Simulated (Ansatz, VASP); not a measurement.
**C: VASP beside Ansatz**

INCAR

```
SYSTEM = C
ALGO = Normal ; EDIFF = 1E-6
ENCUT = 910 ; GGA = CA
GGA_COMPAT = .False. ; ISIF = 2
ISMEAR = 0 ; LASPH = .True.
LCHARG = .False. ; LREAL = .False.
LWAVE = .False. ; NBANDS = 11
NELM = 120 ; PREC = Accurate
SIGMA = 0.05
```

File KPOINTS:

```
k-points
0
Gamma
  12 12 12
  0 0 0
```

The input POSCAR:

```
C
1.0
    0.0000000000      1.8373835591      1.7091341867
    1.8373835591      0.0000000000      1.7091341867
    1.8373835591      1.8373835591      0.0000000000
C
2
Direct
    0.5000000000      0.5000000000      0.5000000000
    0.7500000000      0.7500000000      0.7500000000
```

Input for Ansatz:

```yaml
crystal:
  lattice:
    - [0.0, 1.8373835591, 1.7091341867]
    - [1.8373835591, 0.0, 1.7091341867]
    - [1.8373835591, 1.8373835591, 0.0]
  atoms:
    - { symbol: C, position: [0.5, 0.5, 0.5] }
    - { symbol: C, position: [0.75, 0.75, 0.75] }
basis:
  ecutwfc: 520.0
kpoints:
  mp_grid: { grid: [12, 12, 12] }
hamiltonian:
  xc: lda
  pseudopotentials: { kind: paw, azcp: { folder: soft_1 } }
scf:
  occupations: { method: gaussian, width: 0.05 }
output:
  forces: true
  stress: true
  eigenvalues: true
```

Alike in both runs: task single point; functional LDA; k mesh 12 × 12 × 12; occupations gaussian, width 0.05 eV; no spin polarisation.

```csv
,VASP,Ansatz
version,VASP 6.6.1,Ansatz 0.2.0
potentials or method,"VASP PAW LDA potentials, release 64 (C_h), cutoff 910 eV","scalar-relativistic, plane waves, PAW"
valence electrons in the cell,8,8
```

```csv
,VASP,Ansatz,Ansatz less VASP
gap on the k mesh at the Fermi level (eV),2.34,2.34,+0.005
least direct gap on the mesh (eV),4.30,4.30,-0.002
```

Ansatz warns that its potentials were made for another functional, while VASP's fit it. LDA's correlation is that of Perdew and Zunger in VASP and of Perdew and Wang (1992) in Ansatz.

Noted on VASP's run: the cutoff is short for stress, so the pressure is rough.
